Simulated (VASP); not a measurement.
Write the native input for VASP 6.6.1 that does the following.

| Item | Value |
| --- | --- |
| Task | single point |
| Functional | PBEsol |
| Potentials or basis | VASP PAW PBE potentials, release 64 (Ti_sv) |
| Cutoff | 400 eV |
| k mesh | 12 × 8 × 1 |
| Occupations | gaussian, width 0.1 eV |
| Spin | no spin polarisation |
| Dipole correction | yes |
| Further INCAR settings | ALGO = Normal; EDIFF = 1e-06; NBANDS = 71; NELMDL = -8 |

The structure of Ti lies in POSCAR:

```
Ti
1.0
    2.7987936497      0.0000000000      0.0000000000
    0.0000000000      4.5152900626      0.0000000000
    0.0000000000      0.0000000000     26.7310676991
Ti
10
Direct
    0.5000000000      0.0000000000      0.2805724068
    0.0000000000      0.5000000000      0.3293340942
    0.5000000000      0.0000000000      0.3780957815
    0.5000000000      0.5000000000      0.4268574689
    0.0000000000      0.0000000000      0.4756191563
    0.5000000000      0.5000000000      0.5243808437
    0.5000000000      0.0000000000      0.5731425311
    0.0000000000      0.5000000000      0.6219042185
    0.5000000000      0.0000000000      0.6706659058
    0.5000000000      0.5000000000      0.7194275932
```

One way to write it, as run:

INCAR

```
SYSTEM = Ti
PREC     = Accurate       ! precision mode
ENCUT    = 400            ! plane-wave cutoff, eV
EDIFF    = 1E-6           ! SCF threshold, eV
ISMEAR   = 0              ! smearing method
SIGMA    = 0.1            ! smearing width, eV
LREAL    = .False.        ! projectors in reciprocal space
LASPH    = .True.         ! aspherical terms in the spheres
NELM     = 120            ! most SCF steps
ALGO     = Normal         ! electronic algorithm
ISIF     = 2              ! what is computed and relaxed
LWAVE    = .False.        ! write WAVECAR
LCHARG   = .False.        ! write CHGCAR
LDIPOL   = .True.       
IDIPOL   = 3            
DIPOL    = 0.5 0.5 0.500
GGA      = PS             ! functional
NBANDS   = 71             ! bands
GGA_COMPAT= .False.      
NELMDL   = -8
```

KPOINTS

```
regular mesh
0
Gamma
  12 8 1
  0 0 0
```

Potentials or basis: VASP PAW PBE potentials, release 64 (Ti_sv).

Command:

```bash
$ cat potpaw_PBE.64/Ti_sv/POTCAR > POTCAR
$ mpirun -np 1 vasp_std > vasp.out
```

It gave:

* Largest force: 0.906 eV/Å
* Band gap on the k mesh: zero (bands 60 and 61 overlap by 0.24 eV)

Caveat: the PAW data sets were made with another functional, which shifts forces and pressure a little.

It took 24 min on 1 thread of Intel(R) Xeon(R) 6975P-C (Granite Rapids), with other jobs on the host, peak memory 0.54 GiB.
